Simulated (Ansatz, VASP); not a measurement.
## One calculation of TaRu, two programs

File INCAR:

```
ALGO     = Fast           # electronic algorithm
EDIFF    = 1E-7           # SCF threshold, eV
ENCUT    = 520            # plane-wave cutoff, eV
GGA      = CA             # functional
ISIF     = 2              # what is computed and relaxed
ISMEAR   = 0              # smearing method
LASPH    = T              # aspherical terms in the spheres
LCHARG   = F              # write CHGCAR
LREAL    = F              # projectors in reciprocal space
LWAVE    = F              # write WAVECAR
NBANDS   = 20             # bands
NELM     = 100            # most SCF steps
PREC     = Accurate       # precision mode
SIGMA    = 0.15           # smearing width, eV
```

KPOINTS

```
k-points
0
Gamma
  18 18 12
```

POSCAR

```
TaRu
1.0
    1.5879571200     -2.3416130000      0.0000000000
    1.5879571200      2.3416130000      0.0000000000
    0.0000000000      0.0000000000      4.1624230000
Ta Ru
1 1
Direct
    0.5000000000      0.5000000000      0.5000000000
    0.0000000000      0.0000000000      0.0000000000
```

Input for Ansatz:

```yaml
crystal:
  lattice:
    - [1.58795712, -2.341613, 0.0]
    - [1.58795712, 2.341613, 0.0]
    - [0.0, 0.0, 4.162423]
  atoms:
    - { symbol: Ta, position: [0.5, 0.5, 0.5] }
    - { symbol: Ru, position: [0.0, 0.0, 0.0] }
basis:
  ecutwfc: 420
kpoints:
  mp_grid: { grid: [18, 18, 12] }
hamiltonian:
  xc: lda
scf:
  occupations: { method: gaussian, width: 0.15 }
output:
  forces: true
  stress: true
  eigenvalues: true
```

Change from the starting cell: strain -0.0400 x Voigt [1, 0, 0, 0, 0, 0], atoms carried along.

Alike in both runs: task single point; functional LDA; k mesh 18 × 18 × 12; occupations gaussian, width 0.15 eV; no spin polarisation.

|  | VASP | Ansatz |
| --- | --- | --- |
| version | VASP 6.6.1 | Ansatz 0.2.0 |
| potentials or method | VASP PAW LDA potentials, release 64 (Ta_pv, Ru_pv), cutoff 520 eV | scalar-relativistic, plane waves, PAW |
| valence electrons in the cell | 25 | 29 |

```csv
,VASP,Ansatz,Ansatz less VASP
gap on the k mesh at the Fermi level (eV),none,none,-
pressure (GPa),-3.1,-4.1,-0.99
"traceless stress, the component that is largest in VASP (GPa)",-4.77,-4.53,+0.243
```

LDA's correlation is that of Perdew and Zunger in VASP and of Perdew and Wang (1992) in Ansatz. A gap of «none» marks a metal or a gap that the smearing closes. VASP's potentials hold 25 valence electrons a cell and Ansatz's 29, so a difference there can come from the potentials and not from the codes.

Neither program's run includes spin-orbit coupling.
